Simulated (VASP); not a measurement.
C, 2 atoms in the cell. The structure is cubic, space group Fd-3m (No. 227). The conventional cell has a = 3.567 Å, b = 3.567 Å, c = 3.567 Å, α = 90.00°, β = 90.00°, γ = 90.00°. Within 2.1 Å of C (site symmetry -43m) lie 4 C at 1.54 Å. 

```yaml
Program: VASP 6.6.1
Task: single point
Functional: PBE
Potentials_or_basis: VASP PAW PBE potentials, release 64 (C)
Cutoff: 600 eV
k_mesh: 4 × 4 × 4
Occupations: gaussian, width 0.02 eV
Spin: no spin polarisation
Dipole_correction: no
Further_INCAR_settings: ALGO = Normal; EDIFF = 1e-06; NBANDS = 11
```

Potentials or basis: VASP PAW PBE potentials, release 64 (C).

Run with:

```bash
$ cat potpaw_PBE.64/C/POTCAR > POTCAR
$ mpirun -np 1 vasp_std > vasp.out
```

Hardware: 1 thread of Intel Xeon 8259CL (shared host).

**Question.** How long does it take, and how much memory?

**Answer.** Wall time 3.6 s on 1 thread of Intel Xeon 8259CL, on a shared host, peak memory 0.11 GiB. Counts: scf iterations 11, k points 8.
